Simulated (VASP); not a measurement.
A run of VASP 6.6.1:

File INCAR:

```
  PREC = Accurate
  ENCUT = 520
  EDIFF = 1E-7
  ISMEAR = -1
  SIGMA = 0.08
  LREAL = F
  LASPH = T
  NELM = 100
  ALGO = Normal
  ISIF = 2
  LWAVE = F
  LCHARG = F
  GGA = PE
  NBANDS = 11
```

The input KPOINTS:

```
Automatic mesh
0
Gamma
  20 20 20
```

The input POSCAR:

```
C
1.0
    0.0000000000      1.7893249605      1.7893249605
    1.7893249605      0.0000000000      1.7893249605
    1.7893249605      1.7893249605      0.0000000000
C
2
Direct
    0.5000000000      0.5000000000      0.5000000000
    0.7500000000      0.7500000000      0.7500000000
```

Potentials or basis: VASP PAW PBE potentials, release 64 (C).

Command:

```bash
$ cat potpaw_PBE.64/C/POTCAR > POTCAR
$ mpirun -np 1 vasp_std > vasp.out
```

Hardware: 1 thread of Intel(R) Xeon(R) Platinum 8559C (Emerald Rapids), on a shared host.

Q: Estimate the wall time of this run.

A: It took 14 s on 1 thread of Intel(R) Xeon(R) Platinum 8559C (Emerald Rapids), with other jobs on the host, peak memory 0.13 GiB. Counts: scf iterations 11, k points 256.
